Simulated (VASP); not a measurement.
A run of VASP 6.6.1 is set up as follows.

Contents of INCAR:

```
PREC = Accurate
ENCUT = 1230
EDIFF = 1E-7
ISMEAR = 0
SIGMA = 0.1
LREAL = False
LASPH = True
NELM = 120
ALGO = Normal
ISIF = 3
LWAVE = False
LCHARG = False
GGA = PE
IBRION = 2
NSW = 90
EDIFFG = -0.04
GGA_COMPAT = False
NELMIN = 4
```

File KPOINTS:

```
regular mesh
0
Gamma
  6 6 6
```

POSCAR

```
LiH
1.0
    2.5376179000      0.0000000000      0.0000000000
    0.0000000000      2.5376179000      0.0000000000
    0.0000000000      0.0000000000      3.4070673600
Li H
1 1
Direct
    0.0000000000      0.0000000000      0.0000000000
    0.5000000000      0.5000000000      0.0000000000
```

Potentials or basis: VASP PAW PBE potentials, release 64 (Li_sv, H_h).

Run with:

```console
$ cat potpaw_PBE.64/Li_sv/POTCAR potpaw_PBE.64/H_h/POTCAR > POTCAR
$ mpirun -np 1 vasp_std > vasp.out
```

Q: Predict the band gap on the k mesh.

A: 0.04 eV (least direct gap 4.15 eV).

Q: What does it give for the relaxed cell?

A: a = 2.682 Å, b = 2.682 Å, c = 3.776 Å, α = 90.00°, β = 90.00°, γ = 90.00°.

Q: What does it give for the relaxed volume?

A: 13.58 Å³/atom.

Q: Predict the space group after relaxing (to 0.1 Å).

A: P4/mmm (No. 123).

Step by step:
```csv
step,energy change (eV),largest force (eV/Å),pressure (GPa),volume (Å³)
1,0.0000,0.0000,4.31,21.94
2,-0.0275,0.0000,2.65,22.89
3,-0.0418,0.0000,-0.38,25.05
4,-0.0435,0.0000,0.21,24.53
5,-0.0436,0.0000,0.29,24.47
6,-0.0442,0.0000,0.27,24.59
7,-0.0460,0.0000,0.23,24.96
8,-0.0486,0.0000,0.16,25.69
9,-0.0519,0.0000,0.09,27.16
```

Caveat: the volume moved by over 15 % at a fixed basis, so the end points are rough. A k mesh can miss the band edges.
